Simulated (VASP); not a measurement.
The system is Hg.

```xyz
1
Lattice="1.7290 0.9982 2.2280 -1.7290 0.9982 2.2280 0.0000 -1.9965 2.2280" Properties=species:S:1:pos:R:3 pbc="T T T"
Hg    1.7290    0.9982    2.2280
```

- Program: VASP 6.6.1
- Task: relaxation of cell and atoms
- Functional: BLYP
- Potentials or basis: VASP PAW PBE potentials, release 64 (Hg_sv_GW)
- Cutoff: 550 eV
- k mesh: 11 × 11 × 11
- Occupations: fermi-dirac, width 0.1 eV
- Spin: no spin polarisation

At the start: pressure 12.7 GPa; volume 23.07 Å³/atom.

**Question.** How do energy, volume and symmetry change on relaxing?

**Answer.** Over 16 steps the energy falls by 272.8 meV/atom and the volume is 35.38 Å³/atom (+53.3 %); space group R-3m (No. 166, to 0.1 Å) before and after.

Step by step:
```csv
step,energy change (eV),largest force (eV/Å),pressure (GPa),volume (Å³)
1,0.0000,0.0000,12.74,23.07
2,-0.2327,0.0000,1.53,29.76
3,-0.2425,0.0000,0.82,31.11
4,-0.2495,0.0000,0.08,33.92
5,-0.2497,0.0000,0.00,34.30
6,-0.2497,0.0000,-0.04,34.56
7,-0.2510,0.0000,-0.02,34.57
8,-0.2552,0.0000,-0.01,34.59
9,-0.2632,0.0000,0.10,34.56
10,-0.2707,0.0000,0.40,34.25
11,-0.2710,0.0000,0.36,34.38
12,-0.2713,0.0000,0.39,34.32
13,-0.2710,0.0000,-0.19,35.62
14,-0.2722,0.0000,0.14,34.96
15,-0.2728,0.0000,0.05,35.30
16,-0.2728,0.0000,0.03,35.38
```

Final structure:
```cif
data_structure
_symmetry_space_group_name_H-M 'P 1'
_symmetry_Int_Tables_number 1
_cell_length_a 3.6515
_cell_length_b 3.6515
_cell_length_c 3.6515
_cell_angle_alpha 61.227
_cell_angle_beta 61.227
_cell_angle_gamma 61.227
_cell_volume 35.38
loop_
_atom_site_label
_atom_site_type_symbol
_atom_site_fract_x
_atom_site_fract_y
_atom_site_fract_z
_atom_site_occupancy
Hg1 Hg 0.00000 0.00000 0.00000 1
```

Caveat: the volume moved by over 15 % at a fixed basis, so the end points are rough; the PAW data sets were made with another functional, which shifts forces and pressure a little.
